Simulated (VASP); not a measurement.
Write the native input for VASP 6.6.1 that does the following.

| Quantity | Value |
| --- | --- |
| Task | single point |
| Functional | PBE |
| Potentials or basis | VASP PAW PBE potentials, release 64 (Sn_d, O) |
| Cutoff | 520 eV |
| k mesh | 6 × 6 × 8 |
| Occupations | gaussian, width 0.02 eV |
| Spin | no spin polarisation |
| Dipole correction | no |
| Further INCAR settings | ALGO = Normal; EDIFF = 1e-07; NBANDS = 35 |

The structure of SnO2 lies in POSCAR:

```
SnO2
1.0
    4.7728844592      0.0000000000      0.0000000000
    0.0000000000      4.7728844592      0.0000000000
    0.0000000000      0.0000000000      3.3838691010
Sn O
2 4
Direct
    0.5000000000      0.5000000000      0.5000000000
    0.0000000000      0.0000000000      0.0000000000
    0.1927576313      0.8072423687      0.5000000000
    0.8072423687      0.1927576313      0.5000000000
    0.3072423687      0.3072423687      0.0000000000
    0.6927576313      0.6927576313      0.0000000000
```

This cell differs from its parent crystal: uniaxial strain along c: +4.5 %.

The input as run:

INCAR

```
PREC = Accurate
ENCUT = 520
EDIFF = 1E-7
ISMEAR = 0
SIGMA = 0.02
LREAL = F
LASPH = T
NELM = 60
ALGO = Normal
ISIF = 2
LWAVE = F
LCHARG = T
GGA = PE
LELF = T
LVHAR = T
NBANDS = 35
```

KPOINTS

```
Automatic mesh
0
Gamma
  6 6 8
```

Potentials or basis: VASP PAW PBE potentials, release 64 (Sn_d, O).

Launch:

```console
$ cat potpaw_PBE.64/Sn_d/POTCAR potpaw_PBE.64/O/POTCAR > POTCAR
$ mpirun -np 1 vasp_std > vasp.out
```

It gave:

```yaml
Pressure: -4.5 GPa
Largest_force: 0.039 eV/Å
Band_gap_on_the_k_mesh: 0.26 eV
```

Caveat: the cell differs from its parent crystal (uniaxial strain along c: +4.5 %); the cell stands under tension; spin-orbit coupling is left out, which moves the levels of the heavy elements.

Wall time 100 s on 1 thread of Intel(R) Xeon(R) Platinum 8488C (Sapphire Rapids) (shared host), peak memory 0.24 GiB.
